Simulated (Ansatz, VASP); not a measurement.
## KI: VASP beside Ansatz

File INCAR:

```
ALGO = Normal
EDIFF = 1E-7
ENCUT = 520
GGA = PE
ISIF = 2
ISMEAR = 0
LASPH = True
LCHARG = False
LREAL = False
LWAVE = False
NBANDS = 15
NELM = 100
PREC = Accurate
SIGMA = 0.05
```

The input KPOINTS:

```
k-points
0
Gamma
  6 6 6
```

File POSCAR:

```
KI
1.0
    0.0000000000      3.6831074658      3.5873258652
    3.6831074658      0.0000000000      3.5873258652
    3.6831074658      3.6831074658      0.0000000000
K I
1 1
Direct
   -0.0533545062     -0.0533545062      0.0533545062
    0.5164381167      0.5164381167      0.4835618833
```

Input for Ansatz:

```yaml
crystal:
  lattice:
    - [0.0, 3.6831074658, 3.5873258652]
    - [3.6831074658, 0.0, 3.5873258652]
    - [3.6831074658, 3.6831074658, 0.0]
  atoms:
    - { symbol: K, position: [-0.0533545062, -0.0533545062, 0.0533545062] }
    - { symbol: I, position: [0.5164381167, 0.5164381167, 0.4835618833] }
basis:
  ecutwfc: 420
kpoints:
  mp_grid: { grid: [6, 6, 6] }
hamiltonian:
  xc: pbe
scf:
  occupations: { method: gaussian, width: 0.05 }
output:
  forces: true
  stress: true
  eigenvalues: true
```

Change from the starting cell: mode 6 frozen in at -0.383 Å, equal normal strain along x and y +0.0267.

Alike in both runs: task single point; functional PBE; k mesh 6 × 6 × 6; occupations gaussian, width 0.05 eV; no spin polarisation.

|  | VASP | Ansatz |
| --- | --- | --- |
| version | VASP 6.6.1 | Ansatz 0.2.0 |
| potentials or method | VASP PAW PBE potentials, release 64 (K_sv, I), cutoff 520 eV | scalar-relativistic, plane waves, PAW |
| valence electrons in the cell | 16 | 26 |

Ansatz gave:

```
gap on the k mesh at the Fermi level (eV)                     : 3.80
least direct gap on the mesh (eV)                             : 3.80
pressure (GPa)                                                : 0.5
traceless stress, the component that is largest in VASP (GPa) : 2.43
rms of the force components (eV/Å)                            : 0.454
```

Problem. Which values does VASP return?

Solution. gap on the k mesh at the Fermi level (eV): 3.80; least direct gap on the mesh (eV): 3.80; pressure (GPa): 0.6; traceless stress, the component that is largest in VASP (GPa): 2.45; rms of the force components (eV/Å): 0.459.

Atom by atom the forces differ by 0.005 eV/Å (rms over components). With one functional, cell and mesh, what is left measures potentials, basis and numerics. VASP's potentials hold 16 valence electrons a cell and Ansatz's 26, so a difference there can come from the potentials and not from the codes.

Spin-orbit coupling is off throughout.
